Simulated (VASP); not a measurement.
Crystal: Cu.

```
CELL_PARAMETERS angstrom
0.00000 2.48500 2.48500
2.48500 0.00000 2.48500
2.48500 2.48500 0.00000
ATOMIC_POSITIONS crystal
Cu 0.00000 0.00000 0.00000
Cu 0.25000 0.25000 0.25000
```

This isn't the form of Cu at room conditions, which is fcc.

| Property | Result |
| --- | --- |
| Program | VASP 6.6.1 |
| Task | relaxation of cell and atoms |
| Functional | PBEsol |
| Potentials or basis | VASP PAW PBE potentials, release 64 (Cu) |
| Cutoff | 600 eV |
| k mesh | 9 × 9 × 9 |
| Occupations | gaussian, width 0.05 eV |
| Spin | no spin polarisation |

At the start: pressure 15.6 GPa; volume 15.35 Å³/atom.

Question: How do energy, volume and symmetry change on relaxing?

Answer: Over 3 steps the energy falls by 110.6 meV/atom and the volume is 17.96 Å³/atom (+17.0 %); space group Fd-3m (No. 227, to 0.1 Å) before and after.

Step by step:
| step | energy change (eV) | largest force (eV/Å) | pressure (GPa) | volume (Å³) |
| --- | --- | --- | --- | --- |
| 1 | 0.0000 | 0.0000 | 15.65 | 30.69 |
| 2 | -0.2028 | 0.0000 | -3.01 | 37.84 |
| 3 | -0.2212 | 0.0000 | 0.11 | 35.92 |

Final structure:
```yaml
crystal:
  lattice:
    - [0.00000, 2.61870, 2.61870]
    - [2.61870, 0.00000, 2.61870]
    - [2.61870, 2.61870, 0.00000]
  atoms:
    - { symbol: Cu, position: [0.00000, 0.00000, 0.00000] }
    - { symbol: Cu, position: [0.25000, 0.25000, 0.25000] }
```

Caveat: the volume moved by over 15 % at a fixed basis, so the end points are rough; the PAW data sets were made with another functional, which shifts forces and pressure a little.
